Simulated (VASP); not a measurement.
Crystal: MnSb.

```xyz
4
Lattice="4.1500 0.0000 0.0000 -2.0750 3.5940 0.0000 0.0000 0.0000 5.7800" Properties=species:S:1:pos:R:3 pbc="T T T"
Mn    0.0000    0.0000    0.0000
Mn    0.0000    0.0000    2.8900
Sb    0.0000    2.3960    1.4450
Sb    2.0750    1.1980    4.3350
```

Base run:

- Program: VASP 6.6.1
- Functional: PBEsol
- Potentials or basis: VASP PAW PBE potentials, release 64 (Mn_pv, Sb)
- Cutoff: 520 eV
- k mesh: 9 × 9 × 6
- Occupations: fermi-dirac, width 0.1 eV
- Spin: collinear spin, ferromagnetic start
- Starting moments: [0.665, 0.665, 0.0, 0.0] μB
- Fixed moment: 1.33 μB

Its results: pressure -18.9 GPa; site moments Mn +0.79; Sb -0.07 μB.

Q: The run is repeated on the same cell with these changes: fixed moment from 1.33 μB to 2.66 μB; moments at the start from [0.66, 0.66, 0.0, 0.0] to [1.33, 1.33, 0.0, 0.0]. What comes out?

A: Pressure -17.5 GPa; site moments Mn +1.54; Sb -0.13 μB.

Caveats: the PAW data sets were made with another functional, which shifts forces and pressure a little; the total moment is fixed, so each spin has its own Fermi level and the state may be an excited one; the run started ferromagnetic, and an antiferromagnetic order may lie lower in energy; the stress differs along the axes, from -22 to -17 GPa (at least some runs); the cell stands under tension (at least some runs).
